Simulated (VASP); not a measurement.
# KCl in VASP: notebook, part 3 of 3

VASP 6.6.1. The steps go on from the part before.

**6. Electric field gradients, PBEsol (zz strain of +2 %)**

The input, INCAR:

```
PREC     = Accurate       # precision mode
ENCUT    = 520            # plane-wave cutoff, eV
EDIFF    = 1E-8           # SCF threshold, eV
ISMEAR   = -1             # smearing method
SIGMA    = 0.01           # smearing width, eV
LREAL    = False          # projectors in reciprocal space
LASPH    = True           # aspherical terms in the spheres
NELM     = 80             # most SCF steps
ALGO     = Normal         # electronic algorithm
ISIF     = 2              # what is computed and relaxed
LWAVE    = False          # write WAVECAR
LCHARG   = False          # write CHGCAR
GGA      = PS             # functional
LEFG     = True         
NBANDS   = 15             # bands
```

The input, KPOINTS:

```
regular mesh
0
Gamma
  7 7 7
```

The input, POSCAR:

```
KCl
1.0
    3.6340000000      0.0000000000      0.0000000000
    0.0000000000      3.6340000000      0.0000000000
    0.0000000000      0.0000000000      3.7066800000
K Cl
1 1
Direct
    0.0000000000      0.0000000000      0.0000000000
    0.5000000000      0.5000000000      0.5000000000
```

Potentials or basis: VASP PAW PBE potentials, release 64 (K_sv, Cl).

Started as:

```sh
$ cat potpaw_PBE.64/K_sv/POTCAR potpaw_PBE.64/Cl/POTCAR > POTCAR
$ mpirun -np 1 vasp_std > vasp.out
```

OUTCAR:

```text
PREC = Accurate
   ENCUT = 520
   EDIFF = 1E-8
   ISMEAR = -1
   LREAL = False
   LASPH = True
   NELM = 80
   ISIF = 2
   GGA = PS

 ion  position               nearest neighbor table
   1  0.000  0.000  0.000-   2 3.17   2 3.17   2 3.17   2 3.17   2 3.17   2 3.17   2 3.17   2 3.17

   2  0.500  0.500  0.500-   1 3.17   1 3.17   1 3.17   1 3.17   1 3.17   1 3.17   1 3.17   1 3.17

  LATTYP: Found a simple tetragonal cell.
 ALAT       =     3.6340000000
 C/A-ratio  =     1.0200000000

  Lattice vectors:

 A1 = (   3.6340000000,   0.0000000000,   0.0000000000)
 A2 = (   0.0000000000,   3.6340000000,   0.0000000000)
 A3 = (   0.0000000000,   0.0000000000,   3.7066800000)

Analysis of symmetry for initial positions (statically):
=====================================================================
 Subroutine PRICEL returns:
 Original cell was already a primitive cell.

 Routine SETGRP: Setting up the symmetry group for a
 simple tetragonal supercell.

 Subroutine GETGRP returns: Found 16 space group operations
 (whereof 16 operations were pure point group operations)
 out of a pool of 16 trial point group operations.

The static configuration has the point symmetry D_4h.

Analysis of symmetry for dynamics (positions and initial velocities):
=====================================================================
 Subroutine PRICEL returns:
 Original cell was already a primitive cell.

 Routine SETGRP: Setting up the symmetry group for a
 simple tetragonal supercell.

 Subroutine GETGRP returns: Found 16 space group operations
 (whereof 16 operations were pure point group operations)
 out of a pool of 16 trial point group operations.

The dynamic configuration has the point symmetry D_4h.
[... 167 lines left out ...]
     12      10.8103      0.00000
     13      10.8103      0.00000
     14      10.9709      0.00000
[... 401 lines left out ...]
      2     -12.9025      2.00000
      3     -11.4417      2.00000
      4     -11.2793      2.00000
      5     -11.1378      2.00000
      6      -1.8576      2.00000
      7      -1.2026      2.00000
      8      -0.2072      2.00000
      9       6.7526      0.00000
     10       7.6308      0.00000
     11       9.3948      0.00000
     12       9.7814      0.00000
     13       9.7931      0.00000
     14      10.8487      0.00000
     15      12.4945      0.00000

 [... further k-points ...]
[... 5 lines left out ...]
  --------------------------------------------------------------------------------------
  -------------------------------------------------------------------------------------
  Total        0.6330233      0.6330233      0.3346304      0.0000000      0.0000000      0.0000000
  in kB       20.7193139     20.7193139     10.9526946      0.0000000      0.0000000      0.0000000
  external PRESSURE =      17.4637741 kB  Pullay stress =       0.0000000 kB

 VOLUME and BASIS-vectors are now :
 -----------------------------------------------------------------------------
  energy-cutoff  :      520.00
  volume of cell :       48.95
      direct lattice vectors                 reciprocal lattice vectors
     3.634000000  0.000000000  0.000000000     0.275178866  0.000000000  0.000000000
     0.000000000  3.634000000  0.000000000     0.000000000  0.275178866  0.000000000
     0.000000000  0.000000000  3.706680000     0.000000000  0.000000000  0.269783202

 POSITION                                       TOTAL-FORCE (eV/Angst)
 -----------------------------------------------------------------------------------
      0.00000      0.00000      0.00000         0.000000      0.000000      0.000000
      1.81700      1.81700      1.85334         0.000000      0.000000      0.000000
 -----------------------------------------------------------------------------------
    total drift:                               -0.000000      0.000000      0.000000

  FREE ENERGIE OF THE ION-ELECTRON SYSTEM (eV)
  ---------------------------------------------------
  free  energy   TOTEN  =        -6.8950924332 eV

  energy  without entropy=       -6.8950924332  energy(sigma->0) =       -6.89509243

 Electric field gradients (V/A^2)
---------------------------------------------------------------------
 ion       V_xx      V_yy      V_zz      V_xy      V_xz      V_yz
---------------------------------------------------------------------
   1       1.300     1.300    -2.600    -0.000    -0.000    -0.000
   2      -2.527    -2.527     5.053     0.000     0.000    -0.000
---------------------------------------------------------------------

 Electric field gradients after diagonalization (V/A^2)
 (convention: |V_zz| > |V_xx| > |V_yy|)
----------------------------------------------------------------------
 ion       V_xx      V_yy      V_zz     asymmetry (V_yy - V_xx)/ V_zz
----------------------------------------------------------------------
   1       1.300     1.300    -2.600       0.000
   2      -2.527    -2.527     5.053       0.000
----------------------------------------------------------------------

           NMR quadrupolar parameters

 Cq : quadrupolar parameter    Cq=e*Q*V_zz/h
 eta: asymmetry parameters     (V_yy - V_xx)/ V_zz
 Q  : nuclear electric quadrupole moment in mb (millibarn)
----------------------------------------------------------------------
 ion       Cq(MHz)       eta       Q (mb)
----------------------------------------------------------------------
   1      -0.006       0.000       1.000
   2       0.012       0.000       1.000
----------------------------------------------------------------------
```

stdout:

```text
POSCAR found type information on POSCAR K Cl
 POSCAR found :  2 types and       2 ions
 scaLAPACK will be used
 -----------------------------------------------------------------------------
|                                                                             |
|                                                                             |
|     You enforced a specific xc type in the INCAR file but a different       |
|     I HOPE YOU KNOW WHAT YOU ARE DOING!                                     |
|                                                                             |
 -----------------------------------------------------------------------------

 LDA part: xc-table for (Slater+PW92), standard interpolation
 POSCAR, INCAR and KPOINTS ok, starting setup
 FFT: planning ... GRIDC
 FFT: planning ... GRID_SOFT
 FFT: planning ... GRID
 WAVECAR not read
 entering main loop
ion   1

ion   2
```

Run time: 20 s. Hardware: 1 thread of Intel Xeon Platinum 8488C (Sapphire Rapids), shared host; peak memory 0.17 GiB.

Results:

```
Free energy            : -6.8951 eV
Pressure               : 1.7 GPa
Band gap on the k mesh : 5.25 eV, indirect (least direct gap 5.45 eV)
```

Stress tensor (GPa, compression positive):
```
2.07 0.00 0.00
0.00 2.07 0.00
0.00 0.00 1.10
```

Electric field gradients, principal values (V/Å²):
| atom | least | middle | greatest (by size) |
| --- | --- | --- | --- |
| 1 K | 1.300 | 1.300 | -2.600 |
| 2 Cl | -2.527 | -2.527 | 5.053 |

Caveat: the cell differs from its parent crystal (zz strain of +2 %); without QUAD_EFG the Cq values of the log hold for a quadrupole moment of 1 mb, not for the nuclei; the PAW data sets were made with another functional, which shifts forces and pressure a little. A k mesh can miss the band edges.

**7. Summary**

```csv
cell,gap on the mesh (eV),pressure (GPa)
"a = 3.658 Å, 2 atoms",5.29,1.7
"a = 3.682 Å, 2 atoms",5.20,1.2
"a = 3.705 Å, 2 atoms",5.10,0.7
"a = 3.634, b = 3.634, c = 3.707 Å, 2 atoms",5.25,1.7
```

Alike in all rows: task electric field gradients; level PBEsol; potentials or basis VASP PAW PBE potentials, release 64 (K_sv, Cl); no spin polarisation; k mesh 7 × 7 × 7; cutoff (eV) 520; smearing fermi-dirac 0.01 eV.

Caveats: the PAW data sets were made with another functional, which shifts forces and pressure a little.

Total energies depend on the potentials used, so only differences within one code and one set of settings carry meaning.
